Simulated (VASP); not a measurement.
# YScS4 (Cmmm) in VASP: single point with PBE

Aim: the single point of YScS4 with PBE.

Everything below comes from runs of VASP 6.6.1. Logs are shortened: lines on timing, memory, paths and dates and some standing lists are left out, and cuts for length are marked.

## 1. The cell of the first run

The structure is orthorhombic, space group Cmmm (No. 65). The conventional cell has a = 9.290 Å, b = 9.290 Å, c = 4.270 Å, α = 90.00°, β = 90.00°, γ = 90.00°. Y (site symmetry mmm) has 6 S at 2.80 to 2.83 Å within 3.7 Å. Within 3.7 Å of Sc (site symmetry mmm) lie 6 S at 2.80 to 2.83 Å. Within 3.7 Å of S (site symmetry 2mm) lie 2 Y at 2.80 Å and 1 Sc at 2.83 Å and 1 S at 3.62 Å. S (site symmetry m2m) has 2 Sc at 2.80 Å and 1 Y at 2.83 Å and 1 S at 3.62 Å within 3.7 Å.

## 2. Single point, PBE

The input, INCAR:

```
SYSTEM = YScS4
PREC = Accurate
ENCUT = 520
EDIFF = 1E-7
ISMEAR = 0
SIGMA = 0.1
LREAL = .FALSE.
LASPH = .TRUE.
NELM = 80
ALGO = Normal
ISIF = 2
LWAVE = .FALSE.
LCHARG = .TRUE.
GGA = PE
LELF = .TRUE.
LVHAR = .TRUE.
NBANDS = 32
```

The input, KPOINTS:

```
regular mesh
0
G
  4 4 4
  0 0 0
```

The input, POSCAR:

```
YScS4
1.0
    4.6450457200     -4.6450457200      0.0000000000
    4.6450457200      4.6450457200      0.0000000000
    0.0000000000      0.0000000000      4.2699063200
Y Sc S
1 1 4
Direct
    0.5000000000      0.5000000000      0.5000000000
    0.0000000000      0.0000000000      0.0000000000
    0.6950000000      0.3050000000      0.0000000000
    0.3050000000      0.6950000000      0.0000000000
    0.8050000000      0.8050000000      0.5000000000
    0.1950000000      0.1950000000      0.5000000000
```

Potentials or basis: VASP PAW PBE potentials, release 64 (Y_sv, Sc_sv, S).

The run is started by

```console
> cat potpaw_PBE.64/Y_sv/POTCAR potpaw_PBE.64/Sc_sv/POTCAR potpaw_PBE.64/S/POTCAR > POTCAR
> mpirun -np 1 vasp_std > vasp.out
```

OUTCAR:

```text
SYSTEM = YScS4
   PREC = Accurate
   ENCUT = 520
   EDIFF = 1E-7
   ISMEAR = 0
   LREAL = .FALSE.
   LASPH = .TRUE.
   NELM = 80
   ISIF = 2
   GGA = PE

 ion  position               nearest neighbor table
   1  0.500  0.500  0.500-   3 2.80   4 2.80   3 2.80   4 2.80   5 2.83   6 2.83
   2  0.000  0.000  0.000-   5 2.80   6 2.80   5 2.80   6 2.80   3 2.83   4 2.83
   3  0.695  0.305  0.000-   1 2.80   1 2.80   2 2.83
   4  0.305  0.695  0.000-   1 2.80   1 2.80   2 2.83
   5  0.805  0.805  0.500-   2 2.80   2 2.80   1 2.83
   6  0.195  0.195  0.500-   2 2.80   2 2.80   1 2.83

  LATTYP: Found a simple tetragonal cell.
 ALAT       =     6.5690866551
 C/A-ratio  =     0.6499999991

  Lattice vectors:

 A1 = (   4.6450457200,  -4.6450457200,   0.0000000000)
 A2 = (   4.6450457200,   4.6450457200,   0.0000000000)
 A3 = (   0.0000000000,   0.0000000000,   4.2699063200)

Analysis of symmetry for initial positions (statically):
=====================================================================
 Subroutine PRICEL returns:
 Original cell was already a primitive cell.

 Routine SETGRP: Setting up the symmetry group for a
 simple tetragonal supercell.

 Subroutine GETGRP returns: Found  8 space group operations
 (whereof  8 operations were pure point group operations)
 out of a pool of 16 trial point group operations.

The static configuration has the point symmetry D_2h.

Analysis of symmetry for dynamics (positions and initial velocities):
=====================================================================
 Subroutine PRICEL returns:
 Original cell was already a primitive cell.

 Routine SETGRP: Setting up the symmetry group for a
 simple tetragonal supercell.

 Subroutine GETGRP returns: Found  8 space group operations
 (whereof  8 operations were pure point group operations)
 out of a pool of 16 trial point group operations.

The dynamic configuration has the point symmetry D_2h.

 Subroutine INISYM returns: Found  8 space group operations
 (whereof  8 operations are pure point group operations),
 and found     1 'primitive' translations

----------------------------------------------------------------------------------------

                                     Primitive cell

  volume of cell :     184.2588

  direct lattice vectors                    reciprocal lattice vectors
     4.645045720 -4.645045720  0.000000000     0.107641567 -0.107641567  0.000000000
[... 93 lines left out ...]
   NSW    =      0    number of steps for IOM
   IBRION =     -1    ionic relax: 0-MD 1-quasi-New 2-CG
   NFREE  =      0    steps in history (QN), initial steepest desc. (CG)
   ISIF   =      2    stress and relaxation
   ISYM   =      2    0-nonsym 1-usesym 2-fastsym
   POTIM  = 0.5000    time-step for ionic-motion
   TEBEG  =    0.0;   TEEND  =   0.0 temperature during run
   PSTRESS=    0.0 pullay stress
   NELECT =      46.0000    total number of electrons
   NUPDOWN=      -1.0000    fix difference up-down
   EMIN   =  10.00;   EMAX   =-10.00  energy-range for DOS
   EFERMI =   0.00;   METHOD = LEGACY
   ISMEAR =     0;   SIGMA  =   0.10  broadening in eV -4-tet -1-fermi 0-gaus
   EFERMI_NEDOS =   21; number of points for ismear=-14 and -15
   IALGO  =     38    algorithm
   IMIX   =      4    mixing-type and parameters
     AMIX     =   0.40;   BMIX     =  1.00
     AMIX_MAG =   1.60;   BMIX_MAG =  1.00
  volume/ion in A,a.u.               =      30.71       207.24
  Fermi-wavevector in a.u.,A,eV,Ry     =   1.030824  1.947976 14.457535  1.062599
  Thomas-Fermi vector in A             =   2.164942
   LORBIT       =      0    0 simple, 1 ext, 2 COOP (PROOUT), +10 PAW based schemes
   GGA     = PE    functional components
   LHFCALC =     F    Hartree Fock is set to
   AEXX    =    0.0000 exact exchange contribution
   IVDW    =     0    specifies the selected vdW correction
   LEPSILON=     F    determine dielectric tensor
   LRPA    =     F    only Hartree local field effects (RPA)
 non-spin polarized calculation
 Gauss-broadening in eV      SIGMA  =   0.10
  energy-cutoff  :      520.00
  volume of cell :      184.26
 maximum number of plane-waves:      4980
 NGX is ok and might be reduce to    50
   NGX = 25   NGY = 25   NGZ = 15

 number of electron      45.9999997 magnetization

 Free energy of the ion-electron system (eV)
  ---------------------------------------------------
  ext. energy  EPLUGINS =         0.00000000
  ---------------------------------------------------
  free energy    TOTEN  =       -35.60499715 eV

  energy without entropy =      -35.55675918  energy(sigma->0) =      -35.58087816

 E-fermi :   0.3756     XC(G=0):  -8.1216

 val. band max:        0.3746851732   @ k =   0.5000   0.2500   0.5000
 cond. band min:       0.4038805303   @ k =   0.5000   0.0000   0.2500
 fundamental gap:      0.0291953572
 Fermi energy:         0.3755824210

 k-point     1 :       0.0000    0.0000    0.0000
  band No.  band energies     occupation
      1     -49.3575      2.00000
      2     -41.3007      2.00000
      3     -27.9040      2.00000
      4     -27.8933      2.00000
      5     -27.8640      2.00000
      6     -21.2683      2.00000
[... 724 lines left out ...]
     31       4.4388      0.00000
     32       4.9776      0.00000

------------------------ aborting loop because EDIFF is reached ----------------------------------------

  FORCE on cell =-STRESS in cart. coord.  units (eV):
  Direction    XX          YY          ZZ          XY          YZ          ZX
  --------------------------------------------------------------------------------------
  -------------------------------------------------------------------------------------
  Total       -7.7657213     -8.3796199    -10.2348316      0.0000000      0.0000000      0.0000000
  in kB      -67.5249165    -72.8629202    -88.9944564      0.0000000      0.0000000      0.0000000
  external PRESSURE =     -76.4607644 kB  Pullay stress =       0.0000000 kB

 VOLUME and BASIS-vectors are now :
 -----------------------------------------------------------------------------
  energy-cutoff  :      520.00
  volume of cell :      184.26
      direct lattice vectors                 reciprocal lattice vectors
     4.645045720 -4.645045720  0.000000000     0.107641567 -0.107641567  0.000000000
     4.645045720  4.645045720  0.000000000     0.107641567  0.107641567  0.000000000
     0.000000000  0.000000000  4.269906320     0.000000000  0.000000000  0.234197176

 POSITION                                       TOTAL-FORCE (eV/Angst)
 -----------------------------------------------------------------------------------
      4.64505      0.00000      2.13495         0.000000      0.000000      0.000000
      0.00000      0.00000      0.00000        -0.000000      0.000000      0.000000
      4.64505     -1.81157      0.00000         0.000000     -0.601371     -0.000000
      4.64505      1.81157      0.00000         0.000000      0.601371      0.000000
      7.47852      0.00000      2.13495         0.635526      0.000000      0.000000
      1.81157      0.00000      2.13495        -0.635526      0.000000     -0.000000
 -----------------------------------------------------------------------------------
    total drift:                               -0.000000      0.000000     -0.000000

  FREE ENERGIE OF THE ION-ELECTRON SYSTEM (eV)
  ---------------------------------------------------
  free  energy   TOTEN  =       -35.6049971491 eV

  energy  without entropy=      -35.5567591779  energy(sigma->0) =      -35.58087816
```

Run time: 3.8 min. Hardware: 1 thread of Intel Xeon 8259CL, shared host; peak memory 0.36 GiB.

What came out:

```
Free energy            : -35.6050 eV
Pressure               : -7.6 GPa
Largest force          : 0.636 eV/Å
Band gap on the k mesh : zero (bands 23 and 24 overlap by 0.69 eV)
```

Forces in eV/Å, atoms in the order of the input:
```
Y    0.000  0.000  0.000
Sc   0.000  0.000  0.000
S    0.000 -0.601  0.000
S    0.000  0.601  0.000
S    0.636  0.000  0.000
S   -0.636  0.000  0.000
```

Stress tensor (GPa, compression positive):
```
-6.75  0.00  0.00
 0.00 -7.29  0.00
 0.00  0.00 -8.90
```

Caveat: the k points lie up to 0.37 Å⁻¹ apart, too coarse for converged energies and pressures of a metal.

The gap in the log of VASP goes by the Fermi energy; the results here count the filled bands.